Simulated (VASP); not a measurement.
Here is a VASP 6.6.1 calculation.

The input INCAR:

```
ALGO = Fast
EDIFF = 1E-7
ENCUT = 520
GGA = PE
ISIF = 2
ISMEAR = 0
LASPH = True
LCHARG = False
LREAL = False
LWAVE = False
NBANDS = 13
NELM = 80
PREC = Accurate
SIGMA = 0.1
```

File KPOINTS:

```
k-points
0
Gamma
  16 16 16
```

POSCAR

```
W
1.0
   -1.6468961650      1.6642268700      1.5995202470
    1.6718779370     -1.6669103340      1.6271854830
    1.5830041650      1.6030183340     -1.6022037110
W
1
Direct
    0.0000000000      0.0000000000      0.0000000000
```

Potentials or basis: VASP PAW PBE potentials, release 64 (W_sv).

The run is started by

```console
$ cat potpaw_PBE.64/W_sv/POTCAR > POTCAR
$ mpirun -np 1 vasp_std > vasp.out
```

(1) Estimate the pressure.

(2) Predict the band gap on the k mesh.

Answers

(1) -15.7 GPa.

(2) zero (bands 7 and 8 overlap by 5.05 eV).

Caveat: the cell differs from its parent crystal (the cell strained at random); the cell stands under tension; spin-orbit coupling is left out, which moves the levels of the heavy elements.
